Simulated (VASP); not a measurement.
Input of a VASP 6.6.1 run:

Contents of INCAR:

```
SYSTEM = BN
PREC     = Accurate       ! precision mode
ENCUT    = 600            ! plane-wave cutoff, eV
EDIFF    = 1E-6           ! SCF threshold, eV
ISMEAR   = 0              ! smearing method
SIGMA    = 0.05           ! smearing width, eV
LREAL    = .FALSE.        ! projectors in reciprocal space
LASPH    = .TRUE.         ! aspherical terms in the spheres
NELM     = 120            ! most SCF steps
ALGO     = Normal         ! electronic algorithm
ISIF     = 2              ! what is computed and relaxed
LWAVE    = .FALSE.        ! write WAVECAR
LCHARG   = .FALSE.        ! write CHGCAR
GGA      = PE             ! functional
NBANDS   = 16             ! bands
GGA_COMPAT= .FALSE.
```

File KPOINTS:

```
regular mesh
0
G
  10 10 6
  0 0 0
```

POSCAR

```
BN
1.0
    0.0000000000     -1.8130010000     -1.8130010000
    0.0000000000      1.8130010000     -1.8130010000
    3.6260020000      0.0000000000      0.0000000000
B N
2 2
Direct
    0.5068946459      0.4931053541      0.5000000000
   -0.0068946459      0.0068946459      0.0000000000
    0.0061256804      0.5061256804      0.2500000000
    0.4938743196     -0.0061256804      0.7500000000
```

Potentials or basis: VASP PAW PBE potentials, release 64 (B, N).

Launch:

```console
$ cat potpaw_PBE.64/B/POTCAR potpaw_PBE.64/N/POTCAR > POTCAR
$ mpirun -np 1 vasp_std > vasp.out
```

(1) Predict the pressure.

(2) Estimate the band gap on the k mesh.

(3) Estimate the largest force.

Answers

(1) -0.5 GPa.

(2) 4.43 eV.

(3) 0.552 eV/Å.

Caveat: the cell differs from its parent crystal (atoms displaced along a vibrational mode).
